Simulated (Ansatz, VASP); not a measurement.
Ti: VASP beside Ansatz

INCAR

```
PREC = Accurate
ENCUT = 520
EDIFF = 1E-6
ISMEAR = -1
SIGMA = 0.05
LREAL = False
LASPH = True
NELM = 80
ALGO = Normal
ISIF = 2
LWAVE = False
LCHARG = True
GGA = PE
LELF = True
LVHAR = True
NBANDS = 12
```

File KPOINTS:

```
Automatic mesh
0
Gamma
  15 15 15
```

File POSCAR:

```
Ti
1.0
   -0.0406000000      2.0097000000      2.0097000000
    2.0097000000     -0.0406000000      2.0097000000
    2.0097000000      2.0097000000     -0.0406000000
Ti
1
Direct
    0.0000000000      0.0000000000      0.0000000000
```

Input for Ansatz:

```yaml
crystal:
  lattice:
    - [-0.0406, 2.0097, 2.0097]
    - [2.0097, -0.0406, 2.0097]
    - [2.0097, 2.0097, -0.0406]
  atoms:
    - { symbol: Ti, position: [0.0, 0.0, 0.0] }
kpoints:
  mp_grid: { grid: [15, 15, 15] }
  band_path:
    path:
      - [0.0, 0.0, 0.0]
      - [0.5, 0.5, 0.5]
      - [0.2551801333, 0.5, 0.7448198667]
      - [-0.2551801333, 0.2551801333, 0.5]
      - [0.0, 0.0, 0.5]
      - [0.0, 0.0, 0.0]
      - [-0.3775900666, 0.0, 0.3775900666]
      - [0.0, 0.3775900666, 0.6224099334]
      - [0.0, 0.5, 0.5]
    npoints: 5
scf:
  occupations: { method: fermi_dirac, width: 0.05 }
hamiltonian:
  xc: pbe
  pseudopotentials: { kind: all_electron, lapw: { basis_error: 0.00025 } }
output:
  forces: true
  stress: true
  eigenvalues: true
```

Change from the starting cell: equal xy, yz and zx shear strains of -2 %.

Alike in both runs: task single point; functional PBE; k mesh 15 × 15 × 15; occupations fermi-dirac, width 0.05 eV; no spin polarisation.

|  | VASP | Ansatz |
| --- | --- | --- |
| version | VASP 6.6.1 | Ansatz 0.2.0 |
| potentials or method | VASP PAW PBE potentials, release 64 (Ti_sv), cutoff 520 eV | all-electron LAPW, scalar-relativistic |

Ansatz gave:

| Item | Value |
| --- | --- |
| pressure (GPa) | 4.5 |
| traceless stress, the component that is largest in VASP (GPa) | 1.23 |

Task: What did VASP give for the same quantities?

Result: Pressure (GPa): 4.2; traceless stress, the component that is largest in VASP (GPa): 1.22.

Ansatz ran all-electron here, and VASP with PAW potentials.
